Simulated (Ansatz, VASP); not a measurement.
**One calculation of WO, two programs**

```
W O
1.0
     2.77535    0.00000    0.00000
    -1.38767    2.40352    0.00000
     0.00000    0.00000    6.24847
W O
2 2
Direct
  0.00000 0.00000 0.00000
  0.00000 0.00000 0.50000
  0.33333 0.66667 0.25000
  0.66667 0.33333 0.75000
```

Alike in both runs: functional PBEsol; k mesh 6 × 6 × 4; occupations gaussian, width 0.1 eV; no spin polarisation.

Ansatz relaxed the structure, and its values are those at the end. VASP's run is a single point on that final structure, the one shown.

```csv
,VASP,Ansatz
version,VASP 6.6.1,Ansatz 0.2.0
potentials or method,"VASP PAW PBE potentials, release 64 (W_sv, O), cutoff 520 eV","scalar-relativistic, plane waves, PAW"
valence electrons in the cell,40,40
```

Ansatz gave:

```
gap on the k mesh at the Fermi level (eV) : none
pressure (GPa)                            : 0.0
```

Problem. Which values does VASP return?

Solution. gap on the k mesh at the Fermi level (eV): none; pressure (GPa): 1.8.

VASP's potentials were made for PBE, not for PBEsol. A gap of «none» marks a metal or a gap that the smearing closes.

The k mesh is coarse, so the values compare programs but aren't converged. Spin-orbit coupling is off throughout.
